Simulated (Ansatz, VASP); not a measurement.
# One calculation of Si3Ge2Pt, two programs

File INCAR:

```
PREC = Accurate
ENCUT = 500
EDIFF = 1E-6
ISMEAR = 0
SIGMA = 0.1
LREAL = F
LASPH = T
NELM = 120
ALGO = Normal
ISIF = 2
LWAVE = F
LCHARG = F
GGA = PE
NBANDS = 38
GGA_COMPAT = F
```

KPOINTS

```
regular mesh
0
Gamma
  4 4 4
```

POSCAR

```
Si3Ge2Pt
1.0
    2.3257592500     -3.5028496700      0.0000000000
    2.3257592500      3.5028496700      0.0000000000
    0.0000000000      0.0000000000      6.8225943500
Si Ge Pt
3 2 1
Direct
    0.8062496400      0.1937503600      0.0000000000
    0.1937503600      0.8062496400      0.0000000000
    0.0000000000      0.0000000000      0.0000000000
    0.8341150800      0.8341150800      0.5000000000
    0.1658849200      0.1658849200      0.5000000000
    0.5000000000      0.5000000000      0.0000000000
```

Input for Ansatz:

```yaml
crystal:
  lattice:
    - [2.32575925, -3.50284967, 0.0]
    - [2.32575925, 3.50284967, 0.0]
    - [0.0, 0.0, 6.82259435]
  atoms:
    - { symbol: Si, position: [0.80624964, 0.19375036, 0.0] }
    - { symbol: Si, position: [0.19375036, 0.80624964, 0.0] }
    - { symbol: Si, position: [0.0, 0.0, 0.0] }
    - { symbol: Ge, position: [0.83411508, 0.83411508, 0.5] }
    - { symbol: Ge, position: [0.16588492, 0.16588492, 0.5] }
    - { symbol: Pt, position: [0.5, 0.5, 0.0] }
basis:
  ecutwfc: 420
kpoints:
  mp_grid: { grid: [4, 4, 4] }
hamiltonian:
  xc: pbe
scf:
  occupations: { method: gaussian, width: 0.1 }
  lower_state_search: "off"
output:
  forces: true
  stress: true
  eigenvalues: true
```

Alike in both runs: task single point; functional PBE; k mesh 4 × 4 × 4; occupations gaussian, width 0.1 eV; no spin polarisation.

|  | VASP | Ansatz |
| --- | --- | --- |
| version | VASP 6.6.1 | Ansatz 0.2.0 |
| potentials or method | VASP PAW PBE potentials, release 64 (Si, Ge_d, Pt_sv_GW), cutoff 500 eV | scalar-relativistic, plane waves, PAW |
| valence electrons in the cell | 58 | 58 |

VASP gave:

```
gap on the k mesh at the Fermi level (eV) : none
rms of the force components (eV/Å)        : 27.016
```

Q: Estimate Ansatz's values.

A: gap on the k mesh at the Fermi level (eV): none; rms of the force components (eV/Å): 26.673.

Atom by atom the forces differ by 0.928 eV/Å (rms over components). A gap of «none» marks a metal or a gap that the smearing closes.

The k mesh is coarse, so the values compare programs but aren't converged. Neither program's run includes spin-orbit coupling.
